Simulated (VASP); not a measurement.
Crystal: EuS.

```xyz
2
Lattice="0.0000 2.9785 2.9785 2.9785 0.0000 2.9785 2.9785 2.9785 0.0000" Properties=species:S:1:pos:R:3 pbc="T T T"
Eu    0.0000    0.0000    0.0000
S     2.9785    2.9785    2.9785
```

Base run:

* Program: VASP 6.6.1
* Functional: PBE
* Potentials or basis: VASP PAW PBE potentials, release 64 (Eu, S)
* Cutoff: 600 eV
* k mesh: 10 × 10 × 10
* Occupations: fermi-dirac, width 0.1 eV
* Spin: collinear spin, ferromagnetic start
* Starting moments: [7.0, 0.0] μB
* Hubbard terms: Eu f U = 1.5 eV

Its results: band gap on the k mesh zero (filled and empty bands overlap); pressure -1.7 GPa; net moment 6.98 μB per cell; site moments Eu +6.62; S -0.07 μB.

Q: The run is repeated on the same cell with these changes: hubbard terms from Eu f U = 1.5 eV to Eu f U = 4.5 eV. What comes out?

A: Band gap on the k mesh 0.03 eV (least direct gap 0.26 eV); pressure 0.3 GPa; net moment 7.00 μB per cell; site moments Eu +6.70; S -0.07 μB.

Caveats: spin-orbit coupling is left out, which moves the levels of the heavy elements; a cell with one magnetic atom can't hold antiferromagnetic order, which such compounds often take; the smearing spreads over this small gap (at least some runs).

A k mesh can miss the band edges.
